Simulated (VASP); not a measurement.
# Si (a cell with a defect) in VASP: single point with PBE

Aim: the single point of Si (a cell with a defect) with PBE.

All numbers are computed with VASP 6.6.1; they aren't measurements. Logs are shortened: lines on timing, memory, paths and dates and some standing lists are left out, and cuts for length are marked.

### Step 1. The cell of the first run

The cell holds a defect, 31 atoms: a = 9.474 Å, b = 9.474 Å, c = 9.474 Å, α = 109.47°, β = 109.47°, γ = 109.47°.

### Step 2. Single point, PBE

Input file INCAR:

```
  PREC = Accurate
  ENCUT = 520
  EDIFF = 1E-7
  ISMEAR = 0
  SIGMA = 0.02
  LREAL = Auto
  LASPH = T
  NELM = 80
  ALGO = Normal
  ISIF = 2
  LWAVE = F
  LCHARG = T
  GGA = PE
  LELF = T
  LVHAR = T
  NBANDS = 83
```

Input file KPOINTS:

```
Automatic mesh
0
Gamma
  2 2 2
  0.5 0.5 0.5
```

Input file POSCAR:

```
Si
1.0
    5.4700937543      5.4700937543     -5.4700937543
   -5.4700937543      5.4700937543      5.4700937543
    5.4700937543     -5.4700937543      5.4700937543
Si
31
Direct
    0.3749998797      0.6249998910      0.8749999022
    0.2497415147      0.7489980399      0.2487917138
    0.0012406552      0.7538847020      0.5012404948
    0.4989978459      0.9987916561      0.7497410802
    0.7487915535      0.7489979485      0.7497412630
    0.2497412405      0.9987914733      0.9989978683
   -0.0126871683     -0.0060443205      0.2439555993
    0.5038846908      0.2512405750      0.5012405862
    0.7439552561     -0.0060447776      0.4873123971
    0.2633960339      0.2773638018      0.7633962392
    0.0012406552      0.2512404836      0.0038848511
    0.4989979373      0.4997415260      0.2487919881
    0.7439553475      0.2373123859      0.2439553251
    0.2633956683      0.5133958623      0.5273634474
    0.0273629679      0.5133954967      0.7633955993
    0.7487917363      0.4997415260     -0.0010019938
    0.0012084802      0.5010020163      0.0002587707
    0.7487592871      0.4961152627      0.2487594475
    0.2510020050      0.7502585302      0.5012080456
    0.5002584275      0.5010019248      0.5012082284
    0.0012082974      0.7502586216      0.7510020275
    0.7226369743      0.7366044680     -0.0133956571
    0.2461152515     -0.0012406552      0.2487593561
    0.4866042740      0.7366041024      0.2226364949
    0.0060445948      0.0126876253      0.5060447086
    0.7487592871     -0.0012405637      0.7461150911
    0.2510021878      0.2512083086      0.0002589535
    0.4866039998     -0.0273638820     -0.0133962055
    0.0060447776      0.2560447888      0.2626875451
    0.7626872020      0.2560443318      0.5060443430
    0.5002587018      0.2512084914      0.7510021189
```

Potentials or basis: VASP PAW PBE potentials, release 64 (Si).

Launch:

```sh
> cat potpaw_PBE.64/Si/POTCAR > POTCAR
> mpirun -np 1 vasp_std > vasp.out
```

OUTCAR:

```text
PREC = Accurate
   ENCUT = 520
   EDIFF = 1E-7
   ISMEAR = 0
   LREAL = Auto
   LASPH = T
   NELM = 80
   ISIF = 2
   GGA = PE

 ion  position               nearest neighbor table
   1  0.375  0.625  0.875-  10 2.77  28 2.77  14 2.77  24 2.77  15 2.77  22 2.77
   2  0.250  0.749  0.249-  17 2.35  24 2.37  23 2.38  19 2.38
   3  0.001  0.754  0.501-  19 2.38  21 2.38  18 2.41  25 2.42
   4  0.499  0.999  0.750-  19 2.35  28 2.37  26 2.38  31 2.38
   5  0.749  0.749  0.750-  20 2.35  22 2.37  26 2.38  21 2.38
   6  0.250  0.999  0.999-  21 2.35  28 2.37  23 2.38  27 2.38
   7  0.987  0.994  0.244-  29 2.37  25 2.37  23 2.42  22 2.46
[... 22 lines left out ...]
  30  0.763  0.256  0.506-  13 2.37   9 2.37   8 2.42  15 2.46
  31  0.500  0.251  0.751-  16 2.35  10 2.37   8 2.38   4 2.38

  LATTYP: Found a body centered cubic cell.
 ALAT       =    10.9401875086

  Lattice vectors:

 A1 = (   5.4700937543,   5.4700937543,  -5.4700937543)
 A2 = (  -5.4700937543,   5.4700937543,   5.4700937543)
 A3 = (   5.4700937543,  -5.4700937543,   5.4700937543)

Analysis of symmetry for initial positions (statically):
=====================================================================
 Subroutine PRICEL returns:
 Original cell was already a primitive cell.

 Routine SETGRP: Setting up the symmetry group for a
 body centered cubic supercell.

 Subroutine GETGRP returns: Found 12 space group operations
 (whereof  1 operations were pure point group operations)
 out of a pool of 48 trial point group operations.

The static configuration has the point symmetry C_1 .
 The point group associated with its full space group is D_3d.

Analysis of symmetry for dynamics (positions and initial velocities):
=====================================================================
 Subroutine PRICEL returns:
 Original cell was already a primitive cell.

 Routine SETGRP: Setting up the symmetry group for a
 body centered cubic supercell.

 Subroutine GETGRP returns: Found 12 space group operations
 (whereof  1 operations were pure point group operations)
 out of a pool of 48 trial point group operations.

The dynamic configuration has the point symmetry C_1 .
 The point group associated with its full space group is D_3d.

 Subroutine INISYM returns: Found 12 space group operations
 (whereof  1 operations are pure point group operations),
 and found     1 'primitive' translations

----------------------------------------------------------------------------------------

                                     Primitive cell

[... 139 lines left out ...]
   EFERMI =   0.00;   METHOD = LEGACY
   ISMEAR =     0;   SIGMA  =   0.02  broadening in eV -4-tet -1-fermi 0-gaus
   EFERMI_NEDOS =   21; number of points for ismear=-14 and -15
   IALGO  =     38    algorithm
   IMIX   =      4    mixing-type and parameters
     AMIX     =   0.40;   BMIX     =  1.00
     AMIX_MAG =   1.60;   BMIX_MAG =  1.00
  volume/ion in A,a.u.               =      21.12       142.52
  Fermi-wavevector in a.u.,A,eV,Ry     =   0.940158  1.776640 12.026137  0.883896
  Thomas-Fermi vector in A             =   2.067541
   LORBIT       =      0    0 simple, 1 ext, 2 COOP (PROOUT), +10 PAW based schemes
   GGA     = PE    functional components
   LHFCALC =     F    Hartree Fock is set to
   AEXX    =    0.0000 exact exchange contribution
   IVDW    =     0    specifies the selected vdW correction
   LEPSILON=     F    determine dielectric tensor
   LRPA    =     F    only Hartree local field effects (RPA)
 non-spin polarized calculation
 Gauss-broadening in eV      SIGMA  =   0.02
  energy-cutoff  :      520.00
  volume of cell :      654.70
 maximum number of plane-waves:     17628
 NGX is ok and might be reduce to    70
   NGX = 35   NGY = 35   NGZ = 35

 number of electron     124.0000005 magnetization

 Free energy of the ion-electron system (eV)
  ---------------------------------------------------
  ext. energy  EPLUGINS =         0.00000000
  ---------------------------------------------------
  free energy    TOTEN  =      -163.82228834 eV

  energy without entropy =     -163.81457523  energy(sigma->0) =     -163.81843178

 E-fermi :   5.2939     XC(G=0):  -9.2457

 val. band max:        5.0933536686   @ k =  -0.2500   0.2500   0.2500
 cond. band min:       5.3000009011   @ k =  -0.2500   0.2500   0.2500
 fundamental gap:      0.2066472324
 Fermi energy:         5.2939094972

 k-point     1 :       0.2500    0.2500    0.2500
  band No.  band energies     occupation
      1      -5.5861      2.00000
      2      -5.5861      2.00000
      3      -5.5202      2.00000
      4      -5.3678      2.00000
      5      -3.8084      2.00000
      6      -3.8083      2.00000
[... 66 lines left out ...]
     73       7.0484      0.00000
     74       7.1225      0.00000

 k-point     2 :      -0.2500    0.2500    0.2500
  band No.  band energies     occupation
      1      -6.0348      2.00000
      2      -5.0956      2.00000
      3      -5.0394      2.00000
      4      -4.9784      2.00000
      5      -4.9185      2.00000
      6      -4.2614      2.00000
[... 66 lines left out ...]
     73       7.6655      0.00000
     74       7.7850      0.00000
 [bands above 74 left out]

------------------------ aborting loop because EDIFF is reached ----------------------------------------

  FORCE on cell =-STRESS in cart. coord.  units (eV):
  Direction    XX          YY          ZZ          XY          YZ          ZX
  --------------------------------------------------------------------------------------
  -------------------------------------------------------------------------------------
  Total      -12.0913928    -12.0913928    -12.0913928     -4.5513031     -4.5513031     -4.5513031
  in kB      -29.5898397    -29.5898397    -29.5898397    -11.1378674    -11.1378674    -11.1378674
  external PRESSURE =     -29.5898397 kB  Pullay stress =       0.0000000 kB

 VOLUME and BASIS-vectors are now :
 -----------------------------------------------------------------------------
  energy-cutoff  :      520.00
  volume of cell :      654.70
      direct lattice vectors                 reciprocal lattice vectors
     5.470093754  5.470093754 -5.470093754     0.091406112  0.091406112  0.000000000
    -5.470093754  5.470093754  5.470093754     0.000000000  0.091406112  0.091406112
     5.470093754 -5.470093754  5.470093754     0.091406112  0.000000000  0.091406112

 POSITION                                       TOTAL-FORCE (eV/Angst)
 -----------------------------------------------------------------------------------
      3.41881      0.68376      6.15386        -0.000000     -0.000000      0.000000
     -1.37007      4.10229      4.09189        -0.001083     -0.002692     -0.001952
     -1.37520      1.38877      6.85887         0.006521      0.001427      0.001427
      1.36724      4.09190      6.83507        -0.002692     -0.001952     -0.001083
      4.10003      4.09189      4.10228        -0.001083     -0.001952     -0.002692
      1.36724      1.36498      9.56199        -0.002692     -0.001083     -0.001952
[... 23 lines left out ...]
      5.53949      2.80445     -0.00327         0.002253      0.002253     -0.006210
      5.47038      0.00254      2.74572         0.002692      0.001083      0.001952
 -----------------------------------------------------------------------------------
    total drift:                                0.000089      0.001825      0.003371

  FREE ENERGIE OF THE ION-ELECTRON SYSTEM (eV)
  ---------------------------------------------------
  free  energy   TOTEN  =      -163.8222883423 eV

  energy  without entropy=     -163.8145752264  energy(sigma->0) =     -163.81843178
```

stdout:

```text
POSCAR found type information on POSCAR Si
 POSCAR found :  1 types and      31 ions
 scaLAPACK will be used
 LDA part: xc-table for (Slater+PW92), standard interpolation
 POSCAR, INCAR and KPOINTS ok, starting setup
 FFT: planning ... GRIDC
 FFT: planning ... GRID_SOFT
 FFT: planning ... GRID
 WAVECAR not read
 entering main loop
```

Run time: 6.8 min. Hardware: 1 thread of Intel Xeon 8259CL, shared host; peak memory 0.66 GiB.

What came out:

* Free energy: -163.8223 eV
* Pressure: -3.0 GPa
* Largest force: 0.010 eV/Å
* Band gap on the k mesh: zero (bands 62 and 63 overlap by 0.21 eV)

Forces on the atoms (eV/Å):
```
Si   0.000  0.000  0.000
Si  -0.001 -0.003 -0.002
Si   0.007  0.001  0.001
Si  -0.003 -0.002 -0.001
Si  -0.001 -0.002 -0.003
Si  -0.003 -0.001 -0.002
Si  -0.002 -0.002  0.006
Si   0.001  0.001  0.007
Si  -0.002  0.006 -0.002
Si   0.007 -0.005 -0.005
Si   0.001  0.007  0.001
Si  -0.002 -0.003 -0.001
Si   0.006 -0.002 -0.002
Si  -0.005  0.007 -0.005
Si  -0.005 -0.005  0.007
Si  -0.002 -0.001 -0.003
Si   0.001  0.002  0.003
Si  -0.007 -0.001 -0.001
Si   0.002  0.003  0.001
Si   0.001  0.003  0.002
Si   0.002  0.001  0.003
Si   0.005  0.005 -0.007
Si  -0.001 -0.001 -0.007
Si   0.005 -0.007  0.005
Si  -0.006  0.002  0.002
Si  -0.001 -0.007 -0.001
Si   0.003  0.002  0.001
Si  -0.007  0.005  0.005
Si   0.002 -0.006  0.002
Si   0.002  0.002 -0.006
Si   0.003  0.001  0.002
```

Levels at points of the mesh, in eV from the Fermi level:
| k point | band 57 | band 58 | band 59 | band 60 | band 61 | band 62 | band 63 | band 64 | band 65 | band 66 |
| --- | --- | --- | --- | --- | --- | --- | --- | --- | --- | --- |
| (0.25, 0.25, 0.25) | -0.65 | -0.59 | -0.59 | -0.50 | -0.50 | 0.22 | 0.22 | 0.63 | 1.41 | 1.41 |

Caveat: the k points lie up to 0.41 Å⁻¹ apart.

The gap in the log of VASP goes by the Fermi energy; the results here count the filled bands.